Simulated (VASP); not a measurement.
Input of a VASP 6.6.1 run:

Contents of INCAR:

```
SYSTEM = Ta
  PREC = Accurate
  ENCUT = 520
  EDIFF = 1E-6
  ISMEAR = -1
  SIGMA = 0.05
  LREAL = .False.
  LASPH = .True.
  NELM = 60
  ALGO = Normal
  ISIF = 2
  LWAVE = .False.
  LCHARG = .False.
  GGA = PS
  NBANDS = 12
```

The input KPOINTS:

```
regular mesh
0
Gamma
  22 22 22
  0 0 0
```

Contents of POSCAR:

```
Ta
1.0
   -1.6407840415      1.6407840415      1.6407840415
    1.6407840415     -1.6407840415      1.6407840415
    1.6407840415      1.6407840415     -1.6407840415
Ta
1
Direct
    0.0000000000      0.0000000000      0.0000000000
```

Potentials or basis: VASP PAW PBE potentials, release 64 (Ta_pv).

The run is started by

```bash
$ cat potpaw_PBE.64/Ta_pv/POTCAR > POTCAR
$ mpirun -np 1 vasp_std > vasp.out
```

(1) Estimate the pressure.

## Answers

(1) 0.2 GPa.

Caveat: the PAW data sets were made with another functional, which shifts forces and pressure a little.
